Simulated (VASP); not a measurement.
Input of a VASP 6.6.1 run:

The input INCAR:

```
ALGO = Normal ; EDIFF = 1E-6
EDIFFG = -0.01 ; ENCUT = 600
GGA = PE ; IBRION = 2
ISIF = 3 ; ISMEAR = 0
LASPH = True ; LCHARG = False
LREAL = False ; LWAVE = False
NELM = 100 ; NSW = 100
PREC = Accurate ; SIGMA = 0.1
```

The input KPOINTS:

```
k-points
0
Gamma
  12 12 6
```

Contents of POSCAR:

```
CsB2P3
1.0
    4.0588399754      0.0000000000      0.0000000000
   -2.0294199877      3.5150585286      0.0000000000
    0.0000000000      0.0000000000      7.2895680896
Cs B P
1 2 3
Direct
    0.0000000000      0.0000000000      0.5000000000
    0.6666666667      0.3333333333      0.1189599999
    0.3333333333      0.6666666667      0.8810400001
    0.0000000000      0.0000000000      0.0000000000
    0.3333333333      0.6666666667      0.1485368657
    0.6666666667      0.3333333333      0.8514631343
```

Potentials or basis: VASP PAW PBE potentials, release 64 (Cs_sv, B, P).

Launch:

```sh
$ cat potpaw_PBE.64/Cs_sv/POTCAR potpaw_PBE.64/B/POTCAR potpaw_PBE.64/P/POTCAR > POTCAR
$ mpirun -np 1 vasp_std > vasp.out
```

(1) Predict the relaxed cell.

(2) What does it give for the relaxed volume?

(3) Estimate the band gap on the k mesh.

(4) What does it give for the space group after relaxing (to 0.05 Å)?

## Answers

(1) a = 4.046 Å, b = 4.046 Å, c = 7.311 Å, α = 90.00°, β = 90.00°, γ = 120.00°.

(2) 17.27 Å³/atom.

(3) zero (band 15 reaches 8.00 eV, above the bottom of band 16 at 4.88 eV).

(4) P-3m1 (No. 164).

Caveat: spin-orbit coupling is left out, which moves the levels of the heavy elements.
